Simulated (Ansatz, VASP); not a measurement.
Two plane-wave programs on Mg2CdSe3

```xyz
12
Lattice="4.0828 0.0000 0.0000 -2.0414 3.5358 0.0000 0.0000 0.0000 19.7786" Properties=species:S:1:pos:R:3 pbc="T T T"
Mg    2.0414    1.1786    3.2853
Mg    2.0414    1.1786   16.4710
Mg    0.0000    2.3572    6.5817
Mg    0.0000    2.3572   13.1746
Cd    2.0414    1.1786    9.8782
Cd    0.0000    2.3572   19.7674
Se    2.0414    1.1786    5.7799
Se    2.0414    1.1786   12.3727
Se    2.0414    1.1786   18.9656
Se    0.0000    2.3572    2.4834
Se    0.0000    2.3572    9.0763
Se    0.0000    2.3572   15.6691
```

Alike in both runs: task relaxation of cell and atoms; functional PBE; k mesh 6 × 6 × 1; occupations gaussian, width 0.1 eV; no spin polarisation.

```csv
,VASP,Ansatz
version,VASP 6.6.1,Ansatz 0.2.0
potentials or method,"VASP PAW PBE potentials, release 64 (Mg, Cd, Se), cutoff 600 eV","scalar-relativistic, plane waves, PAW"
valence electrons in the cell,68,176
```

|  | VASP | Ansatz | Ansatz less VASP |
| --- | --- | --- | --- |
| gap on the k mesh at the Fermi level, each at its own relaxed structure (eV) | 1.54 | 1.56 | +0.021 |
| relaxed volume (Å³/atom) | 27.88 | 27.77 | -0.113 |
| relaxed length of the cell vector where the two differ most in proportion (Å) | 20.898 | 20.848 | -0.0502 |

VASP's potentials hold 68 valence electrons a cell and Ansatz's 176, so a difference there can come from the potentials and not from the codes.

Noted on VASP's run: the volume moved by over 15 % at a fixed basis, so the end points are rough.
